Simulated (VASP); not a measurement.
Input of a VASP 6.6.1 run:

The input INCAR:

```
SYSTEM = MgVS3
PREC     = Accurate       ! precision mode
ENCUT    = 520            ! plane-wave cutoff, eV
EDIFF    = 1E-7           ! SCF threshold, eV
ISMEAR   = 0              ! smearing method
SIGMA    = 0.1            ! smearing width, eV
LREAL    = .False.        ! projectors in reciprocal space
LASPH    = .True.         ! aspherical terms in the spheres
NELM     = 150            ! most SCF steps
ALGO     = Normal         ! electronic algorithm
ISIF     = 2              ! what is computed and relaxed
LWAVE    = .False.        ! write WAVECAR
LCHARG   = .True.         ! write CHGCAR
ISPIN    = 2              ! spin polarisation
MAGMOM   = 0 2 0 0 0      ! initial moments
LORBIT   = 11             ! projections on sites
LMAXMIX  = 4              ! l up to which the mixer works
GGA      = PE             ! functional
LELF     = .True.         ! ELF
LVHAR    = .True.       
NBANDS   = 28             ! bands
```

KPOINTS

```
regular mesh
0
Gamma
  4 4 4
  0 0 0
```

Contents of POSCAR:

```
MgVS3
1.0
    4.5556532600      0.0000000000      0.0000000000
    0.0000000000      4.5556532600      0.0000000000
    0.0000000000      0.0000000000      4.5556532600
Mg V S
1 1 3
Direct
    0.5000000000      0.5000000000      0.5000000000
    0.0000000000      0.0000000000      0.0000000000
    0.5000000000      0.0000000000      0.0000000000
    0.0000000000      0.5000000000      0.0000000000
    0.0000000000      0.0000000000      0.5000000000
```

Potentials or basis: VASP PAW PBE potentials, release 64 (Mg, V_sv, S).

Command:

```console
$ cat potpaw_PBE.64/Mg/POTCAR potpaw_PBE.64/V_sv/POTCAR potpaw_PBE.64/S/POTCAR > POTCAR
$ mpirun -np 1 vasp_std > vasp.out
```

(1) Estimate the net moment.

(2) What does it give for the pressure?

## Answers

(1) 0.00 μB per cell.

(2) 2.2 GPa.
